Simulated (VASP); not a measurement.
A run of VASP 6.6.1 is set up as follows.

INCAR

```
PREC     = Accurate       # precision mode
ENCUT    = 520            # plane-wave cutoff, eV
EDIFF    = 1E-6           # SCF threshold, eV
ISMEAR   = 0              # smearing method
SIGMA    = 0.05           # smearing width, eV
LREAL    = False          # projectors in reciprocal space
LASPH    = True           # aspherical terms in the spheres
NELM     = 60             # most SCF steps
ALGO     = Normal         # electronic algorithm
ISIF     = 2              # what is computed and relaxed
LWAVE    = False          # write WAVECAR
LCHARG   = True           # write CHGCAR
LELF     = True           # ELF
LVHAR    = True         
NBANDS   = 11             # bands
```

Contents of KPOINTS:

```
regular mesh
0
Gamma
  10 10 10
```

File POSCAR:

```
AlN
1.0
    0.0000000000      2.1362439000      2.0853809500
    2.1362439000      0.0000000000      2.0853809500
    2.1362439000      2.1362439000      0.0000000000
Al N
1 1
Direct
    0.5000000000      0.5000000000      0.5000000000
    0.0000000000      0.0000000000      0.0000000000
```

Potentials or basis: VASP PAW LDA potentials, release 64 (Al, N).

Run with:

```console
$ cat potpaw_LDA.64/Al/POTCAR potpaw_LDA.64/N/POTCAR > POTCAR
$ mpirun -np 1 vasp_std > vasp.out
```

Task: What does it give for the pressure?

Result: -32.4 GPa.

Task: What does it give for the band gap on the k mesh?

Result: 3.02 eV, indirect (least direct gap 3.81 eV).

Stress tensor (GPa, compression positive):
```
-33.06   0.00   0.00
  0.00 -33.06   0.00
  0.00   0.00 -31.03
```

Caveat: the cell differs from its parent crystal (strain +0.050 along x and y, +0.025 along z). A k mesh can miss the band edges.
